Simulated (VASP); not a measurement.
# Zr2Si4GePd (Pmmn) in VASP: single point with PBE

Aim: the single point of Zr2Si4GePd with PBE.

Everything below comes from runs of VASP 6.6.1. Logs are shortened: lines on timing, memory, paths and dates and some standing lists are left out, and cuts for length are marked.

## (1) The cell of the first run

The structure is orthorhombic, space group Pmmn (No. 59). Conventional cell: a = 3.654 Å, b = 3.875 Å, c = 19.547 Å, α = 90.00°, β = 90.00°, γ = 90.00°. Within 3.9 Å of Zr (site symmetry mm2) lie 10 Si at 2.79 to 3.73 Å and 4 Pd at 3.08 Å and 6 Zr at 3.58 to 3.88 Å. Zr (site symmetry mm2) has 8 Si at 2.80 to 3.72 Å and 4 Ge at 3.09 Å and 6 Zr at 3.58 to 3.88 Å within 3.9 Å. Si (site symmetry mm2) has 4 Pd at 2.44 to 2.45 Å and 4 Si at 2.67 Å within 3.2 Å. Si (site symmetry mm2) has 2 Si at 2.34 Å and 1 Pd at 2.38 Å and 6 Zr at 2.79 to 2.85 Å within 3.1 Å. Si (site symmetry mm2) has 4 Ge at 2.56 to 3.10 Å and 4 Si at 2.79 Å within 3.4 Å. Within 3.1 Å of Si (site symmetry mm2) lie 2 Si at 2.34 Å and 1 Ge at 2.44 Å and 6 Zr at 2.80 to 2.81 Å. Ge (site symmetry mm2) has 5 Si at 2.44 to 3.10 Å and 4 Zr at 3.09 Å within 3.2 Å. Within 3.1 Å of Pd (site symmetry mm2) lie 5 Si at 2.38 to 2.45 Å and 4 Zr at 3.08 Å.

## (2) Single point, PBE

The input, INCAR:

```
SYSTEM = Zr2Si4GePd
PREC     = Accurate       ! precision mode
ENCUT    = 500            ! plane-wave cutoff, eV
EDIFF    = 1E-6           ! SCF threshold, eV
ISMEAR   = 0              ! smearing method
SIGMA    = 0.1            ! smearing width, eV
LREAL    = .False.        ! projectors in reciprocal space
LASPH    = .True.         ! aspherical terms in the spheres
NELM     = 120            ! most SCF steps
ALGO     = Normal         ! electronic algorithm
ISIF     = 2              ! what is computed and relaxed
LWAVE    = .False.        ! write WAVECAR
LCHARG   = .False.        ! write CHGCAR
GGA      = PE             ! functional
NBANDS   = 78             ! bands
GGA_COMPAT= .False.
```

The input, KPOINTS:

```
Automatic mesh
0
Gamma
  8 8 2
  0 0 0
```

The input, POSCAR:

```
Zr2Si4GePd
1.0
    3.6535332664      0.0000000000      0.0000000000
    0.0000000000      3.8751455376      0.0000000000
    0.0000000000      0.0000000000     19.5466642247
Zr Si Ge Pd
4 8 2 2
Direct
    0.5000000000      0.0000000000      0.1590141917
    0.0000000000      0.5000000000      0.8409858083
    0.0000000000      0.0000000000      0.6870492471
    0.5000000000      0.5000000000      0.3129507529
    0.0000000000      0.0000000000      0.0038739623
    0.5000000000      0.5000000000      0.9961260377
    0.0000000000      0.5000000000      0.2011349593
    0.5000000000      0.0000000000      0.7988650407
    0.5000000000      0.0000000000      0.5210932327
    0.0000000000      0.5000000000      0.4789067673
    0.0000000000      0.0000000000      0.2680345892
    0.5000000000      0.5000000000      0.7319654108
    0.0000000000      0.0000000000      0.3929564630
    0.5000000000      0.5000000000      0.6070435370
    0.5000000000      0.0000000000      0.9204635305
    0.0000000000      0.5000000000      0.0795364695
```

Potentials or basis: VASP PAW PBE potentials, release 64 (Zr_sv, Si, Ge_d, Pd).

Command:

```console
$ cat potpaw_PBE.64/Zr_sv/POTCAR potpaw_PBE.64/Si/POTCAR potpaw_PBE.64/Ge_d/POTCAR potpaw_PBE.64/Pd/POTCAR > POTCAR
$ mpirun -np 1 vasp_std > vasp.out
```

OUTCAR:

```text
SYSTEM = Zr2Si4GePd
   PREC = Accurate
   ENCUT = 500
   EDIFF = 1E-6
   ISMEAR = 0
   LREAL = .False.
   LASPH = .True.
   NELM = 120
   ISIF = 2
   GGA = PE

 ion  position               nearest neighbor table
   1  0.500  0.000  0.159-   7 2.79   7 2.79   7 2.79   7 2.79  11 2.81  11 2.81  16 3.08  16 3.08
                            16 3.08  16 3.08   4 3.58   4 3.58
   2  0.000  0.500  0.841-   8 2.79   8 2.79   8 2.79   8 2.79  12 2.81  12 2.81  15 3.08  15 3.08
                            15 3.08  15 3.08   3 3.58   3 3.58
   3  0.000  0.000  0.687-  12 2.80  12 2.80  12 2.80  12 2.80   8 2.85   8 2.85  14 3.09  14 3.09
                            14 3.09  14 3.09   2 3.58   2 3.58
   4  0.500  0.500  0.313-  11 2.80  11 2.80  11 2.80  11 2.80   7 2.85   7 2.85  13 3.09  13 3.09
                            13 3.09  13 3.09   1 3.58   1 3.58
   5  0.000  0.000  0.004-  16 2.44  16 2.44  15 2.45  15 2.45   6 2.67   6 2.67   6 2.67   6 2.67

   6  0.500  0.500  0.996-  15 2.44  15 2.44  16 2.45  16 2.45   5 2.67   5 2.67   5 2.67   5 2.67

   7  0.000  0.500  0.201-  11 2.34  11 2.34  16 2.38   1 2.79   1 2.79   1 2.79   1 2.79   4 2.85
                             4 2.85
   8  0.500  0.000  0.799-  12 2.34  12 2.34  15 2.38   2 2.79   2 2.79   2 2.79   2 2.79   3 2.85
                             3 2.85
   9  0.500  0.000  0.521-  14 2.56  14 2.56  10 2.79  10 2.79  10 2.79  10 2.79
  10  0.000  0.500  0.479-  13 2.56  13 2.56   9 2.79   9 2.79   9 2.79   9 2.79
  11  0.000  0.000  0.268-   7 2.34   7 2.34  13 2.44   4 2.80   4 2.80   4 2.80   4 2.80   1 2.81
                             1 2.81
  12  0.500  0.500  0.732-   8 2.34   8 2.34  14 2.44   3 2.80   3 2.80   3 2.80   3 2.80   2 2.81
                             2 2.81
  13  0.000  0.000  0.393-  11 2.44  10 2.56  10 2.56   4 3.09   4 3.09   4 3.09   4 3.09
  14  0.500  0.500  0.607-  12 2.44   9 2.56   9 2.56   3 3.09   3 3.09   3 3.09   3 3.09
  15  0.500  0.000  0.920-   8 2.38   6 2.44   6 2.44   5 2.45   5 2.45   2 3.08   2 3.08   2 3.08
                             2 3.08
  16  0.000  0.500  0.080-   7 2.38   5 2.44   5 2.44   6 2.45   6 2.45   1 3.08   1 3.08   1 3.08
                             1 3.08

  LATTYP: Found a simple orthorhombic cell.
 ALAT       =     3.6535332664
 B/A-ratio  =     1.0606569737
 C/A-ratio  =     5.3500715060

  Lattice vectors:

 A1 = (   3.6535332664,   0.0000000000,   0.0000000000)
 A2 = (   0.0000000000,   3.8751455376,   0.0000000000)
 A3 = (   0.0000000000,   0.0000000000,  19.5466642247)

Analysis of symmetry for initial positions (statically):
=====================================================================
 Subroutine PRICEL returns:
 Original cell was already a primitive cell.

 Routine SETGRP: Setting up the symmetry group for a
 simple orthorhombic supercell.

 Subroutine GETGRP returns: Found  8 space group operations
 (whereof  4 operations were pure point group operations)
 out of a pool of  8 trial point group operations.

The static configuration has the point symmetry C_2v.
 The point group associated with its full space group is D_2h.

Analysis of symmetry for dynamics (positions and initial velocities):
=====================================================================
 Subroutine PRICEL returns:
 Original cell was already a primitive cell.

 Routine SETGRP: Setting up the symmetry group for a
 simple orthorhombic supercell.

 Subroutine GETGRP returns: Found  8 space group operations
 (whereof  4 operations were pure point group operations)
 out of a pool of  8 trial point group operations.

The dynamic configuration has the point symmetry C_2v.
 The point group associated with its full space group is D_2h.

 Subroutine INISYM returns: Found  8 space group operations
 (whereof  4 operations are pure point group operations),
 and found     1 'primitive' translations

----------------------------------------------------------------------------------------

                                     Primitive cell

  volume of cell :     276.7411

  direct lattice vectors                    reciprocal lattice vectors
     3.653533266  0.000000000  0.000000000     0.273707649  0.000000000  0.000000000
     0.000000000  3.875145538  0.000000000     0.000000000  0.258054824  0.000000000
     0.000000000  0.000000000 19.546664225     0.000000000  0.000000000  0.051159624

  length of vectors
     3.653533266  3.875145538 19.546664225     0.273707649  0.258054824  0.051159624

  position of ions in fractional coordinates (direct lattice)
[... 45 lines left out ...]

  Cartesian coordinates                     Fractional coordinates (reciprocal lattice)
     0.034213456  0.000000000  0.000000000     0.125000000  0.000000000  0.000000000
     0.000000000  0.032256853  0.000000000     0.000000000  0.125000000  0.000000000
     0.000000000  0.000000000  0.025579812     0.000000000  0.000000000  0.500000000

  Length of vectors
     0.034213456  0.032256853  0.025579812

  Shift w.r.t. Gamma in fractional coordinates (k-lattice)
     0.000000000  0.000000000  0.000000000

 Subroutine IBZKPT returns following result:
 ===========================================

 Found     50 irreducible k-points:

 Following reciprocal coordinates:
            Coordinates               Weight
  0.000000  0.000000  0.000000      1.000000
  0.125000  0.000000  0.000000      2.000000
  0.250000  0.000000  0.000000      2.000000
  0.375000  0.000000  0.000000      2.000000
  0.500000  0.000000  0.000000      1.000000
  0.000000  0.125000  0.000000      2.000000
[... 16 lines left out ...]
  0.250000  0.500000  0.000000      2.000000
  0.375000  0.500000  0.000000      2.000000
 [... further k-points ...]
   k-points           NKPTS =     50   k-points in BZ     NKDIM =     50   number of bands    NBANDS=     78
   number of dos      NEDOS =    301   number of ions     NIONS =     16
   total plane-waves  NPLWV = 112896
   dimension x,y,z NGX =    28 NGY =   28 NGZ =  144
   dimension x,y,z NGXF=    56 NGYF=   56 NGZF=  288
   ions per type =               4   8   2   2
   NGX,Y,Z   is equivalent  to a cutoff of  12.74, 12.01, 12.25 a.u.
   NGXF,Y,Z  is equivalent  to a cutoff of  25.48, 24.02, 24.49 a.u.
 SYSTEM =  Zr2Si4GePd
   PREC   = accura    normal or accurate (medium, high low for compatibility)
   ISTART =      0    job   : 0-new  1-cont  2-samecut
   ICHARG =      2    charge: 1-file 2-atom 10-const
   ISPIN  =      1    spin polarized calculation?
   LNONCOLLINEAR =      F non collinear calculations
   LSORBIT =      F    spin-orbit coupling
   LASPH  =      T    aspherical Exc in radial PAW
   ENCUT  =  500.0 eV  36.75 Ry    6.06 a.u.   6.66  7.07 35.64*2*pi/ulx,y,z
   NELM   =    120;   NELMIN=  2; NELMDL= -5     # of ELM steps
   EDIFF  = 0.1E-05   stopping-criterion for ELM
   LREAL  =      F    real-space projection
   EDIFFG = 0.1E-04   stopping-criterion for IOM
   NSW    =      0    number of steps for IOM
   IBRION =     -1    ionic relax: 0-MD 1-quasi-New 2-CG
   NFREE  =      0    steps in history (QN), initial steepest desc. (CG)
   ISIF   =      2    stress and relaxation
   ISYM   =      2    0-nonsym 1-usesym 2-fastsym
   POTIM  = 0.5000    time-step for ionic-motion
   TEBEG  =    0.0;   TEEND  =   0.0 temperature during run
   PSTRESS=    0.0 pullay stress
   NELECT =     128.0000    total number of electrons
   NUPDOWN=      -1.0000    fix difference up-down
   EMIN   =  10.00;   EMAX   =-10.00  energy-range for DOS
   EFERMI =   0.00;   METHOD = LEGACY
   ISMEAR =     0;   SIGMA  =   0.10  broadening in eV -4-tet -1-fermi 0-gaus
   EFERMI_NEDOS =   21; number of points for ismear=-14 and -15
   IALGO  =     38    algorithm
   IMIX   =      4    mixing-type and parameters
     AMIX     =   0.40;   BMIX     =  1.00
     AMIX_MAG =   1.60;   BMIX_MAG =  1.00
  volume/ion in A,a.u.               =      17.30       116.72
  Fermi-wavevector in a.u.,A,eV,Ry     =   1.266058  2.392503 21.808815  1.602903
  Thomas-Fermi vector in A             =   2.399279
   LORBIT       =      0    0 simple, 1 ext, 2 COOP (PROOUT), +10 PAW based schemes
   GGA     = PE    functional components
   LHFCALC =     F    Hartree Fock is set to
   AEXX    =    0.0000 exact exchange contribution
   IVDW    =     0    specifies the selected vdW correction
   LEPSILON=     F    determine dielectric tensor
   LRPA    =     F    only Hartree local field effects (RPA)
 non-spin polarized calculation
 Gauss-broadening in eV      SIGMA  =   0.10
  energy-cutoff  :      500.00
  volume of cell :      276.74
 maximum number of plane-waves:      7064
 NGX is ok and might be reduce to    28
   NGX = 13   NGY = 15   NGZ = 71

 number of electron     128.0000034 magnetization

 Free energy of the ion-electron system (eV)
  ---------------------------------------------------
  ext. energy  EPLUGINS =         0.00000000
  ---------------------------------------------------
  free energy    TOTEN  =      -103.20016380 eV

  energy without entropy =     -103.16791941  energy(sigma->0) =     -103.18404161

 E-fermi :   9.4056     XC(G=0): -11.2759

 val. band max:        9.4043325752   @ k =   0.2500   0.3750   0.0000
 cond. band min:       9.4100598461   @ k =   0.1250   0.0000   0.5000
 fundamental gap:      0.0057272709
 Fermi energy:         9.4055519343

 k-point     1 :       0.0000    0.0000    0.0000
  band No.  band energies     occupation
      1     -39.8559      2.00000
      2     -39.8559      2.00000
      3     -39.7959      2.00000
      4     -39.7959      2.00000
      5     -18.0212      2.00000
      6     -18.0210      2.00000
[... 1885 lines left out ...]
     75      12.0994      0.00000
     76      12.1038      0.00000

 [... further k-points ...]

 [bands above 76 left out]

------------------------ aborting loop because EDIFF is reached ----------------------------------------

  FORCE on cell =-STRESS in cart. coord.  units (eV):
  Direction    XX          YY          ZZ          XY          YZ          ZX
  --------------------------------------------------------------------------------------
  -------------------------------------------------------------------------------------
  Total        0.0430290     -0.0558652      0.0410000      0.0000000      0.0000000      0.0000000
  in kB        0.2491139     -0.3234284      0.2373674      0.0000000      0.0000000      0.0000000
  external PRESSURE =       0.0543510 kB  Pullay stress =       0.0000000 kB

 VOLUME and BASIS-vectors are now :
 -----------------------------------------------------------------------------
  energy-cutoff  :      500.00
  volume of cell :      276.74
      direct lattice vectors                 reciprocal lattice vectors
     3.653533266  0.000000000  0.000000000     0.273707649  0.000000000  0.000000000
     0.000000000  3.875145538  0.000000000     0.000000000  0.258054824  0.000000000
     0.000000000  0.000000000 19.546664225     0.000000000  0.000000000  0.051159624

 POSITION                                       TOTAL-FORCE (eV/Angst)
 -----------------------------------------------------------------------------------
      1.82677      0.00000      3.10820         0.000000      0.000000     -0.007549
      0.00000      1.93757     16.43847         0.000000      0.000000      0.007549
      0.00000      0.00000     13.42952         0.000000      0.000000     -0.002666
      1.82677      1.93757      6.11714         0.000000      0.000000      0.002666
      0.00000      0.00000      0.07572         0.000000      0.000000     -0.000095
      1.82677      1.93757     19.47094         0.000000      0.000000      0.000095
[... 8 lines left out ...]
      1.82677      0.00000     17.99199         0.000000      0.000000     -0.005540
      0.00000      1.93757      1.55467         0.000000      0.000000      0.005540
 -----------------------------------------------------------------------------------
    total drift:                                0.000000      0.000000      0.000000

  FREE ENERGIE OF THE ION-ELECTRON SYSTEM (eV)
  ---------------------------------------------------
  free  energy   TOTEN  =      -103.2001638014 eV

  energy  without entropy=     -103.1679194131  energy(sigma->0) =     -103.18404161
```

It took 12 min on 1 thread of Intel Xeon 6975P-C (Granite Rapids), shared host; peak memory 0.88 GiB.

What came out:

```
Free energy            : -103.2002 eV
Pressure               : 0.0 GPa
Largest force          : 0.014 eV/Å
Band gap on the k mesh : zero (bands 64 and 65 overlap by 0.66 eV)
```

Forces on the atoms (eV/Å):
```
Zr   0.000  0.000 -0.008
Zr   0.000  0.000  0.008
Zr   0.000  0.000 -0.003
Zr   0.000  0.000  0.003
Si   0.000  0.000  0.000
Si   0.000  0.000  0.000
Si   0.000  0.000  0.014
Si   0.000  0.000 -0.014
Si   0.000  0.000  0.001
Si   0.000  0.000 -0.001
Si   0.000  0.000 -0.008
Si   0.000  0.000  0.008
Ge   0.000  0.000  0.005
Ge   0.000  0.000 -0.005
Pd   0.000  0.000 -0.006
Pd   0.000  0.000  0.006
```

Levels at points of the mesh, in eV from the Fermi level:
```
           k point  band 62  band 63  band 64  band 65  band 66  band 67
(0.00, 0.00, 0.00)     0.12     0.18     0.48     0.75     0.79     0.81
(0.50, 0.00, 0.00)    -0.69    -0.53    -0.53    -0.03    -0.03    -0.03
(0.00, 0.50, 0.00)    -0.62     0.44     0.44     0.75     0.75     1.27
(0.50, 0.50, 0.00)    -2.21    -1.87    -1.87     0.98     0.98     1.28
(0.00, 0.00, 0.50)     0.14     0.17     0.27     0.71     0.81     0.82
(0.50, 0.00, 0.50)    -0.72    -0.53    -0.53    -0.02    -0.02     0.09
(0.00, 0.50, 0.50)    -0.57     0.44     0.44     0.74     0.74     1.30
(0.50, 0.50, 0.50)    -2.21    -1.87    -1.87     0.97     0.97     1.26
```
